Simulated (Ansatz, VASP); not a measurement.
## WSe2: VASP beside Ansatz

File POSCAR:

```
WSe2
1.0
    3.3153441874      0.0000000000      0.0000000000
   -1.6576720937      2.8711722886      0.0000000000
    0.0000000000      0.0000000000      6.5191986732
W Se
1 2
Direct
    0.0000000000      0.0000000000      0.0000000000
    0.3333333333      0.6666666667      0.2571683820
    0.6666666667      0.3333333333      0.7428316180
```

File INCAR.step1:

```
SYSTEM = WSe2
PREC = Accurate
ENCUT = 400
EDIFF = 1E-5
ISMEAR = -1
SIGMA = 0.02
LREAL = .False.
LASPH = .True.
NELM = 120
ALGO = Normal
ISIF = 2
LWAVE = .True.
LCHARG = .False.
GGA = PE
NBANDS = 20
GGA_COMPAT = .False.
```

The input INCAR.step2:

```
SYSTEM = WSe2
PREC = Accurate
ENCUT = 400
EDIFF = 1E-6
ISMEAR = -1
SIGMA = 0.02
LREAL = .False.
LASPH = .True.
NELM = 120
ALGO = Normal
ISIF = 2
LWAVE = .False.
LCHARG = .False.
GGA = PE
LHFCALC = .True.
AEXX = 0.2
HFSCREEN = 0.1
PRECFOCK = Normal
ISTART = 1
NBANDS = 20
GGA_COMPAT = .False.
```

Contents of KPOINTS:

```
regular mesh
0
Gamma
  6 6 2
  0 0 0
```

Input for Ansatz:

```yaml
crystal:
  lattice:
    - [3.3153441874, 0.0, 0.0]
    - [-1.6576720937, 2.8711722886, 0.0]
    - [0.0, 0.0, 6.5191986732]
  atoms:
    - { symbol: W, position: [0.0, 0.0, 0.0] }
    - { symbol: Se, position: [0.3333333333, 0.6666666667, 0.257168382] }
    - { symbol: Se, position: [0.6666666667, 0.3333333333, 0.742831618] }
kpoints:
  mp_grid: { grid: [6, 6, 2] }
hamiltonian:
  xc: { exchange: pbe, correlation: pbe, exx: { coeff: 0.2, omega: 0.1 } }
scf:
  occupations: { method: fermi_dirac, width: 0.02 }
  n_extra_bands: 4
output:
  forces: true
  stress: true
  eigenvalues: true
```

Alike in both runs: task single point; functional PBE-based screened hybrid; k mesh 6 × 6 × 2; occupations fermi-dirac, width 0.02 eV; no spin polarisation.

```csv
,VASP,Ansatz
version,VASP 6.6.1,Ansatz 0.2.0
potentials or method,"VASP PAW PBE potentials, release 64 (W_sv, Se)",plane waves
plane-wave cutoff (eV),400,420
valence electrons in the cell,26,46
```

Ansatz gave:

```
pressure (GPa)                                                : 0.0
traceless stress, the component that is largest in VASP (GPa) : 0.38
rms of the force components (eV/Å)                            : 0.115
```

Task: Which values does VASP return?

Result: Pressure (GPa): -0.5; traceless stress, the component that is largest in VASP (GPa): 1.23; rms of the force components (eV/Å): 0.083.

VASP's potentials were made for PBE, not for PBE-based screened hybrid. Atom by atom the forces differ by 0.032 eV/Å (rms over components). VASP's potentials hold 26 valence electrons a cell and Ansatz's 46, so a difference there can come from the potentials and not from the codes. Ansatz's warnings: filled band counts differ across k points, stress exchange threshold loose, stress scf threshold loose.

The k mesh is coarse, so the values compare programs but aren't converged. Neither program's run includes spin-orbit coupling.
